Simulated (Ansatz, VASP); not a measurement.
MgO in VASP and in Ansatz

```
Mg O
1.0
     0.00000    2.12712    2.12712
     2.12712    0.00000    2.12712
     2.12712    2.12712    0.00000
Mg O
1 1
Direct
  0.00000 0.00000 0.00000
  0.50000 0.50000 0.50000
```

Alike in both runs: functional PBE; k mesh 10 × 10 × 10; occupations gaussian, width 0.02 eV; no spin polarisation.

Ansatz relaxed the structure, and its values are those at the end. VASP's run is a single point on that final structure, the one shown.

|  | VASP | Ansatz |
| --- | --- | --- |
| version | VASP 6.6.1 | Ansatz 0.2.0 |
| potentials or method | VASP PAW PBE potentials, release 64 (Mg, O), cutoff 600 eV | scalar-relativistic, all-electron LAPW |

|  | VASP | Ansatz | Ansatz less VASP |
| --- | --- | --- | --- |
| gap on the k mesh at the Fermi level (eV) | 4.44 | 4.45 | +0.011 |
| least direct gap on the mesh (eV) | 4.44 | 4.45 | +0.011 |
| pressure (GPa) | -1.1 | 0.0 | +1.09 |

Ansatz ran all-electron here, and VASP with PAW potentials.
